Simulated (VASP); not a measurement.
# C (P6_3/mmc) in VASP: a series of runs

Runs on C. Level: PBEsol. Tasks: relaxation of the atoms.

Program: VASP 6.6.1. These are calculated values, not measurements. Logs are shortened: lines on timing, memory, paths and dates and some standing lists are left out, and cuts for length are marked.

**1. The cell of the first run**

Symmetry: P6_3/mmc, No. 194, hexagonal system. The conventional cell has a = 2.453 Å, b = 2.453 Å, c = 4.119 Å, α = 90.00°, β = 90.00°, γ = 120.00°. C (site symmetry 3m) has 4 C at 1.51 to 1.54 Å within 2.0 Å.

**2. Relaxation of the atoms, PBEsol (strained cell)**

INCAR reads:

```
SYSTEM = C
PREC     = Accurate       ! precision mode
ENCUT    = 520            ! plane-wave cutoff, eV
EDIFF    = 1E-7           ! SCF threshold, eV
ISMEAR   = 0              ! smearing method
SIGMA    = 0.02           ! smearing width, eV
LREAL    = .FALSE.        ! projectors in reciprocal space
LASPH    = .TRUE.         ! aspherical terms in the spheres
NELM     = 80             ! most SCF steps
ALGO     = Normal         ! electronic algorithm
ISIF     = 2              ! what is computed and relaxed
LWAVE    = .FALSE.        ! write WAVECAR
LCHARG   = .FALSE.        ! write CHGCAR
GGA      = PS             ! functional
IBRION   = 2              ! ionic algorithm
NSW      = 60             ! ionic steps
EDIFFG   = -0.002         ! ionic threshold
```

KPOINTS reads:

```
Automatic mesh
0
G
  9 9 6
  0 0 0
```

POSCAR reads:

```
C
1.0
    2.4530819151      0.0000000000      0.0000000000
   -1.2265409576      2.1244312560      0.0000000000
    0.0000000000      0.0000000000      4.1189829197
C
4
Direct
    0.3333333333      0.6666666667     -0.0002906146
    0.6666666667      0.3333333333      0.4997093854
    0.3333333333      0.6666666667      0.3742906146
    0.6666666667      0.3333333333      0.8742906146
```

Potentials or basis: VASP PAW PBE potentials, release 64 (C).

Command:

```
$ cat potpaw_PBE.64/C/POTCAR > POTCAR
$ mpirun -np 1 vasp_std > vasp.out
```

OUTCAR:

```text
SYSTEM = C
   PREC = Accurate
   ENCUT = 520
   EDIFF = 1E-7
   ISMEAR = 0
   LREAL = .FALSE.
   LASPH = .TRUE.
   NELM = 80
   ISIF = 2
   GGA = PS
   IBRION = 2
   NSW = 60
   EDIFFG = -0.002

 ion  position               nearest neighbor table
   1  0.333  0.667  1.000-   4 1.51   4 1.51   4 1.51   3 1.54
   2  0.667  0.333  0.500-   3 1.51   3 1.51   3 1.51   4 1.54
   3  0.333  0.667  0.374-   2 1.51   2 1.51   2 1.51   1 1.54
   4  0.667  0.333  0.874-   1 1.51   1 1.51   1 1.51   2 1.54

  LATTYP: Found a hexagonal cell.
 ALAT       =     2.4530819151
 C/A-ratio  =     1.6791053305

  Lattice vectors:

 A1 = (   2.4530819151,   0.0000000000,   0.0000000000)
 A2 = (  -1.2265409576,   2.1244312560,   0.0000000000)
 A3 = (   0.0000000000,   0.0000000000,   4.1189829197)

Analysis of symmetry for initial positions (statically):
=====================================================================
 Subroutine PRICEL returns:
 Original cell was already a primitive cell.

 Routine SETGRP: Setting up the symmetry group for a
 hexagonal supercell.

 Subroutine GETGRP returns: Found 24 space group operations
 (whereof  6 operations were pure point group operations)
 out of a pool of 24 trial point group operations.

The static configuration has the point symmetry C_3v.
 The point group associated with its full space group is D_6h.

Analysis of symmetry for dynamics (positions and initial velocities):
=====================================================================
 Subroutine PRICEL returns:
 Original cell was already a primitive cell.

 Routine SETGRP: Setting up the symmetry group for a
 hexagonal supercell.

 Subroutine GETGRP returns: Found 24 space group operations
 (whereof  6 operations were pure point group operations)
 out of a pool of 24 trial point group operations.

The dynamic configuration has the point symmetry C_3v.
 The point group associated with its full space group is D_6h.

 Subroutine INISYM returns: Found 24 space group operations
 (whereof  6 operations are pure point group operations),
 and found     1 'primitive' translations

----------------------------------------------------------------------------------------

                                     Primitive cell

  volume of cell :      21.4657

[... 103 lines left out ...]
   NELECT =      16.0000    total number of electrons
   NUPDOWN=      -1.0000    fix difference up-down
   EMIN   =  10.00;   EMAX   =-10.00  energy-range for DOS
   EFERMI =   0.00;   METHOD = LEGACY
   ISMEAR =     0;   SIGMA  =   0.02  broadening in eV -4-tet -1-fermi 0-gaus
   EFERMI_NEDOS =   21; number of points for ismear=-14 and -15
   IALGO  =     38    algorithm
   IMIX   =      4    mixing-type and parameters
     AMIX     =   0.40;   BMIX     =  1.00
     AMIX_MAG =   1.60;   BMIX_MAG =  1.00
  volume/ion in A,a.u.               =       5.37        36.21
  Fermi-wavevector in a.u.,A,eV,Ry     =   1.484340  2.804995 29.977224  2.203264
  Thomas-Fermi vector in A             =   2.597889
   LORBIT       =      0    0 simple, 1 ext, 2 COOP (PROOUT), +10 PAW based schemes
   GGA     = PS    functional components
   LHFCALC =     F    Hartree Fock is set to
   AEXX    =    0.0000 exact exchange contribution
   IVDW    =     0    specifies the selected vdW correction
   LEPSILON=     F    determine dielectric tensor
   LRPA    =     F    only Hartree local field effects (RPA)
 conjugate gradient relaxation of ions
 non-spin polarized calculation
 Gauss-broadening in eV      SIGMA  =   0.02
  energy-cutoff  :      520.00
  volume of cell :       21.47
 maximum number of plane-waves:       592
   NGX =  9   NGY =  9   NGZ = 15

--------------------------------------- Ionic step        1  -------------------------------------------

 number of electron      15.9999996 magnetization

 Free energy of the ion-electron system (eV)
  ---------------------------------------------------
  ext. energy  EPLUGINS =         0.00000000
  ---------------------------------------------------
  free energy    TOTEN  =       -38.31815447 eV

  energy without entropy =      -38.31815447  energy(sigma->0) =      -38.31815447

------------------------ aborting loop because EDIFF is reached ----------------------------------------

  FORCE on cell =-STRESS in cart. coord.  units (eV):
  Direction    XX          YY          ZZ          XY          YZ          ZX
  --------------------------------------------------------------------------------------
  -------------------------------------------------------------------------------------
  Total        3.8145360      3.8145360      2.2056678     -0.0000000     -0.0000000      0.0000000
  in kB      284.7131793    284.7131793    164.6288545     -0.0000000     -0.0000000      0.0000000
  external PRESSURE =     244.6850711 kB  Pullay stress =       0.0000000 kB
[... 63 lines left out ...]
--------------------------------------- Ionic step        3  -------------------------------------------

 number of electron      15.9999996 magnetization

 Free energy of the ion-electron system (eV)
  ---------------------------------------------------
  ext. energy  EPLUGINS =         0.00000000
  ---------------------------------------------------
  free energy    TOTEN  =       -38.31860177 eV

  energy without entropy =      -38.31860177  energy(sigma->0) =      -38.31860177

 E-fermi :  11.0488     XC(G=0): -13.7025

 val. band max:       10.8674416694   @ k =   0.0000   0.0000   0.0000
 cond. band min:      13.6739151694   @ k =   0.3333   0.3333   0.0000
 fundamental gap:      2.8064735000
 Fermi energy:        11.0487917922

 k-point     1 :       0.0000    0.0000    0.0000
  band No.  band energies     occupation
      1     -11.7764      2.00000
      2      -5.9526      2.00000
      3      -3.6181      2.00000
      4       7.6716      2.00000
      5       7.6716      2.00000
      6      10.2495      2.00000
      7      10.8674      2.00000
      8      10.8674      2.00000
      9      15.9364      0.00000
     10      15.9364      0.00000
     11      16.0695      0.00000
     12      19.8843      0.00000
[... 331 lines left out ...]
 k-point    24 :       0.3333    0.3333    0.1667
  band No.  band energies     occupation
      1      -4.0252      2.00000
      2      -4.0252      2.00000
      3      -0.8290      2.00000
      4      -0.0253      2.00000
      5      -0.0253      2.00000
      6       2.7987      2.00000
      7       4.1831      2.00000
      8       4.1831      2.00000
      9      14.5479      0.00000
     10      21.4555      0.00000
     11      21.4555      0.00000
     12      24.1246      0.00000

 [... further k-points ...]
[... 5 lines left out ...]
  --------------------------------------------------------------------------------------
  -------------------------------------------------------------------------------------
  Total        3.7881751      3.7881751      2.2230182     -0.0000000     -0.0000000      0.0000000
  in kB      282.7456304    282.7456304    165.9238694     -0.0000000     -0.0000000      0.0000000
  external PRESSURE =     243.8050434 kB  Pullay stress =       0.0000000 kB
[... 19 lines left out ...]
  FREE ENERGIE OF THE ION-ELECTRON SYSTEM (eV)
  ---------------------------------------------------
  free  energy   TOTEN  =       -38.3186017662 eV

  energy  without entropy=      -38.3186017662  energy(sigma->0) =      -38.31860177

 reached required accuracy - stopping structural energy minimisation
```

OSZICAR:

```text
N       E                     dE             d eps       ncg     rms          rms(c)
DAV:   1     0.313146906621E+02    0.31315E+02   -0.86660E+03  1152   0.130E+03
DAV:   2    -0.376657759179E+02   -0.68980E+02   -0.62568E+02  1624   0.222E+02
[... 18 lines left out ...]
       N       E                     dE             d eps       ncg     rms          rms(c)
DAV:   1    -0.383185234464E+02   -0.34200E-02   -0.21037E-01  1224   0.436E+00    0.847E-02
DAV:   2    -0.383186571273E+02   -0.13368E-03   -0.23569E-03  1404   0.437E-01    0.551E-02
DAV:   3    -0.383186006609E+02    0.56466E-04   -0.12305E-04  1388   0.117E-01    0.595E-03
DAV:   4    -0.383186018449E+02   -0.11840E-05   -0.12984E-05  1384   0.316E-02    0.438E-03
DAV:   5    -0.383186017662E+02    0.78619E-07   -0.14176E-07   960   0.415E-03
   3 F= -.38318602E+02 E0= -.38318602E+02  d E =-.447294E-03
```

CONTCAR:

```text
C
   1.00000000000000
     2.4530819150999998    0.0000000000000000    0.0000000000000000
    -1.2265409575999999    2.1244312559999998    0.0000000000000000
     0.0000000000000000    0.0000000000000000    4.1189829196999996
  C
     4
Direct
     0.3333333332999970    0.6666666667000030    0.0001192453926624
     0.6666666667000030    0.3333333332999970    0.5001192453926625
     0.3333333332999970    0.6666666667000030    0.3738807546073399
     0.6666666667000030    0.3333333332999970    0.8738807546073398

  0.00000000E+00  0.00000000E+00  0.00000000E+00
  0.00000000E+00  0.00000000E+00  0.00000000E+00
  0.00000000E+00  0.00000000E+00  0.00000000E+00
  0.00000000E+00  0.00000000E+00  0.00000000E+00
```

Run time: 9.7 s. Hardware: 1 thread of AMD EPYC 9R45 (Zen 5), shared host; peak memory 0.09 GiB.

Results:

```
Free energy               : -38.3186 eV
Energy gained by relaxing : 0.1 meV/atom
Ionic steps               : 3
Pressure after relaxing   : 24.4 GPa
Band gap on the k mesh    : 2.81 eV, indirect (least direct gap 5.07 eV)
```

Stress tensor (GPa, compression positive):
```
28.27  0.00  0.00
 0.00 28.27  0.00
 0.00  0.00 16.59
```

Step by step:
```csv
step,energy change (eV),largest force (eV/Å),pressure (GPa)
1,0.0000,0.1322,24.47
2,0.0031,0.3750,24.18
3,-0.0004,0.0000,24.38
```

Final structure:
```
CELL_PARAMETERS angstrom
2.45308 0.00000 0.00000
-1.22654 2.12443 0.00000
0.00000 0.00000 4.11898
ATOMIC_POSITIONS crystal
C 0.33333 0.66667 0.00012
C 0.66667 0.33333 0.50012
C 0.33333 0.66667 0.37388
C 0.66667 0.33333 0.87388
```

Caveat: the cell differs from its parent crystal (strained cell); the PAW data sets were made with another functional, which shifts forces and pressure a little. A k mesh can miss the band edges.

**3. Relaxation of the atoms, PBEsol (strained cell)**

INCAR reads:

```
SYSTEM = C
ALGO = Normal ; EDIFF = 1E-6
EDIFFG = -0.002 ; ENCUT = 520
GGA = PS ; IBRION = 2
ISIF = 2 ; ISMEAR = 0
LASPH = .TRUE. ; LCHARG = .FALSE.
LREAL = .FALSE. ; LWAVE = .FALSE.
NELM = 100 ; NSW = 60
PREC = Accurate ; SIGMA = 0.02
```

KPOINTS reads:

```
k-points
0
G
  9 9 6
  0 0 0
```

POSCAR reads:

```
C
1.0
    2.4995760109      0.0000000000      0.0000000000
   -1.2497880055      2.1646963241      0.0000000000
    0.0000000000      0.0000000000      4.1189829197
C
4
Direct
    0.3333333333      0.6666666667      0.0000930560
    0.6666666667      0.3333333333      0.5000930560
    0.3333333333      0.6666666667      0.3739069440
    0.6666666667      0.3333333333      0.8739069440
```

Potentials or basis: VASP PAW PBE potentials, release 64 (C).

Command:

```
$ cat potpaw_PBE.64/C/POTCAR > POTCAR
$ mpirun -np 1 vasp_std > vasp.out
```

Run time: 10 s. Hardware: 1 thread of AMD EPYC 9R45 (Zen 5), shared host; peak memory 0.1 GiB.

It converged, with:

```
Free energy               : -38.3924 eV
Energy gained by relaxing : 0.1 meV/atom
Ionic steps               : 3
Pressure after relaxing   : 5.6 GPa
Band gap on the k mesh    : 3.03 eV, indirect (least direct gap 4.81 eV)
```

Stress tensor (GPa, compression positive):
```
 0.93  0.00  0.00
 0.00  0.93  0.00
 0.00  0.00 15.03
```

Step by step:
```
step  energy change (eV)  largest force (eV/Å)  pressure (GPa)
   1              0.0000                0.1102            5.61
   2              0.0020                0.2925            5.72
   3             -0.0003                0.0003            5.63
```

Final structure:
```xyz
4
Lattice="2.4996 0.0000 0.0000 -1.2498 2.1647 0.0000 0.0000 0.0000 4.1190" Properties=species:S:1:pos:R:3 pbc="T T T"
C     0.0000    1.4431    4.1179
C     1.2498    0.7216    2.0584
C     0.0000    1.4431    1.5415
C     1.2498    0.7216    3.6010
```

Levels at points of the mesh, in eV from the valence-band top:
| k point | band 6 | band 7 | band 8 | band 9 | band 10 | band 11 |
| --- | --- | --- | --- | --- | --- | --- |
| (0.00, 0.00, 0.00) | -0.51 | 0.00 | 0.00 | 4.81 | 4.81 | 5.60 |
| (0.00, 0.00, 0.50) | -1.97 | -1.97 | -1.97 | 7.19 | 7.19 | 7.19 |

Caveat: the cell differs from its parent crystal (strained cell); the PAW data sets were made with another functional, which shifts forces and pressure a little.

**4. Relaxation of the atoms, PBEsol (strained cell)**

INCAR reads:

```
SYSTEM = C
PREC = Accurate
ENCUT = 520
EDIFF = 1E-6
ISMEAR = 0
SIGMA = 0.02
LREAL = .False.
LASPH = .True.
NELM = 100
ALGO = Normal
ISIF = 2
LWAVE = .False.
LCHARG = .False.
GGA = PS
IBRION = 2
NSW = 60
EDIFFG = -0.002
```

KPOINTS reads:

```
regular mesh
0
Gamma
  9 9 6
  0 0 0
```

POSCAR reads:

```
C
1.0
    2.4991315043      0.0000000000      0.0000000000
   -1.2495657522      2.1643113701      0.0000000000
    0.0000000000      0.0000000000      4.1189829197
C
4
Direct
    0.3333333333      0.6666666667     -0.0002589785
    0.6666666667      0.3333333333      0.4997410215
    0.3333333333      0.6666666667      0.3742589785
    0.6666666667      0.3333333333      0.8742589785
```

Command:

```
$ cat potpaw_PBE.64/C/POTCAR > POTCAR
$ mpirun -np 1 vasp_std > vasp.out
```

It took 7.8 s on 1 thread of AMD EPYC 9R45 (Zen 5), shared host; peak memory 0.1 GiB.

It converged, with:

* Free energy: -38.3924 eV
* Energy gained by relaxing: 0.0 meV/atom
* Ionic steps: 3
* Pressure after relaxing: 5.8 GPa
* Band gap on the k mesh: 3.03 eV, indirect (least direct gap 4.81 eV)

Stress tensor (GPa, compression positive):
```
 1.17  0.00  0.00
 0.00  1.17  0.00
 0.00  0.00 15.04
```

Final structure:
```cif
data_structure
_symmetry_space_group_name_H-M 'P 1'
_symmetry_Int_Tables_number 1
_cell_length_a 2.4991
_cell_length_b 2.4991
_cell_length_c 4.1190
_cell_angle_alpha 90.000
_cell_angle_beta 90.000
_cell_angle_gamma 120.000
_cell_volume 22.28
loop_
_atom_site_label
_atom_site_type_symbol
_atom_site_fract_x
_atom_site_fract_y
_atom_site_fract_z
_atom_site_occupancy
C1 C 0.33333 0.66667 0.99975 1
C2 C 0.66667 0.33333 0.49975 1
C3 C 0.33333 0.66667 0.37425 1
C4 C 0.66667 0.33333 0.87425 1
```

Levels at points of the mesh, in eV from the valence-band top:
```
           k point  band 4  band 5  band 6  band 7  band 8  band 9  band 10  band 11  band 12
(0.00, 0.00, 0.00)   -3.27   -3.27   -0.51    0.00    0.00    4.81     4.81     5.60     8.07
(0.00, 0.00, 0.50)   -7.08   -1.97   -1.97   -1.97   -1.97    7.19     7.19     7.19     7.19
```

Caveat: the cell differs from its parent crystal (strained cell); the PAW data sets were made with another functional, which shifts forces and pressure a little. A k mesh can miss the band edges.

**5. Relaxation of the atoms, PBEsol (strained cell)**

Changes to INCAR since step 4:

```diff
@@ -8,3 +8,3 @@
 LASPH = .True.
-NELM = 100
+NELM = 80
 ALGO = Normal
```

KPOINTS is that of step 4.

Changes to POSCAR since step 4:

```diff
@@ -2,4 +2,4 @@
 1.0
-    2.4991315043      0.0000000000      0.0000000000
-   -1.2495657522      2.1643113701      0.0000000000
+    2.4990941175      0.0000000000      0.0000000000
+   -1.2495470588      2.1642789922      0.0000000000
     0.0000000000      0.0000000000      4.1189829197
```

Command:

```
$ cat potpaw_PBE.64/C/POTCAR > POTCAR
$ mpirun -np 1 vasp_std > vasp.out
```

Run time: 7.8 s. Hardware: 1 thread of AMD EPYC 9R45 (Zen 5), shared host; peak memory 0.1 GiB.

The run converged. Its results:

| Item | Value |
| --- | --- |
| Free energy | -38.3924 eV |
| Energy gained by relaxing | 0.0 meV/atom |
| Ionic steps | 3 |
| Pressure after relaxing | 5.8 GPa |
| Band gap on the k mesh | 3.03 eV, indirect (least direct gap 4.81 eV) |

Stress tensor (GPa, compression positive):
```
 1.19  0.00  0.00
 0.00  1.19  0.00
 0.00  0.00 15.04
```

Final structure:
```yaml
crystal:
  lattice:
    - [2.49909, 0.00000, 0.00000]
    - [-1.24955, 2.16428, 0.00000]
    - [0.00000, 0.00000, 4.11898]
  atoms:
    - { symbol: C, position: [0.33333, 0.66667, 0.99975] }
    - { symbol: C, position: [0.66667, 0.33333, 0.49975] }
    - { symbol: C, position: [0.33333, 0.66667, 0.37425] }
    - { symbol: C, position: [0.66667, 0.33333, 0.87425] }
```

Levels at points of the mesh, in eV from the valence-band top:
```
           k point  band 5  band 6  band 7  band 8  band 9  band 10  band 11  band 12
(0.00, 0.00, 0.00)   -3.27   -0.51    0.00    0.00    4.81     4.81     5.60     8.07
(0.00, 0.00, 0.50)   -1.97   -1.97   -1.97   -1.97    7.19     7.19     7.19     7.19
```

Caveat: the cell differs from its parent crystal (strained cell); the PAW data sets were made with another functional, which shifts forces and pressure a little. A k mesh can miss the band edges.

**6. The runs side by side**

```tsv
cell	gap on the mesh (eV)	pressure (GPa)
atoms relaxed from a = 2.453, b = 2.453, c = 4.119 Å, angles 90.0, 90.0, 120.0°, 4 atoms	2.81	24.4
atoms relaxed from a = 2.500, b = 2.500, c = 4.119 Å, angles 90.0, 90.0, 120.0°, 4 atoms	3.03	5.6
atoms relaxed from a = 2.499, b = 2.499, c = 4.119 Å, angles 90.0, 90.0, 120.0°, 4 atoms	3.03	5.8
```

Alike in all rows: task relaxation of the atoms; level PBEsol; potentials or basis VASP PAW PBE potentials, release 64 (C); no spin polarisation; k mesh 9 × 9 × 6; cutoff (eV) 520; smearing gaussian 0.02 eV.

Caveats: the PAW data sets were made with another functional, which shifts forces and pressure a little.

Absolute energies hang on the potentials; compare differences alone.
